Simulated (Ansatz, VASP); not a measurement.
Two plane-wave programs on YB3

```
Y B
1.0
     3.59949    0.00000    0.00000
     0.00000    3.59949    0.00000
     0.00000    0.00000    3.59949
Y B
1 3
Cartesian
  0.0000 0.0000 0.0000
  0.0000 1.7997 1.7997
  1.7997 0.0000 1.7997
  1.7997 1.7997 0.0000
```

Change from the starting cell: species swapped into the LaTl3 type (Pm-3m, No. 221).

Alike in both runs: functional PBE; k mesh 6 × 6 × 6; occupations gaussian, width 0.1 eV; no spin polarisation.

Ansatz relaxed the structure, and its values are those at the end. VASP's run is a single point on that final structure, the one shown.

|  | VASP | Ansatz |
| --- | --- | --- |
| version | VASP 6.6.1 | Ansatz 0.2.0 |
| potentials or method | VASP PAW PBE potentials, release 64 (Y_sv, B), cutoff 520 eV | scalar-relativistic, plane waves, PAW |
| valence electrons in the cell | 20 | 20 |

```tsv
	VASP	Ansatz	Ansatz less VASP
gap on the k mesh at the Fermi level (eV)	none	none	-
pressure (GPa)	-0.4	-0.2	+0.21
```

A gap of «none» marks a metal or a gap that the smearing closes.
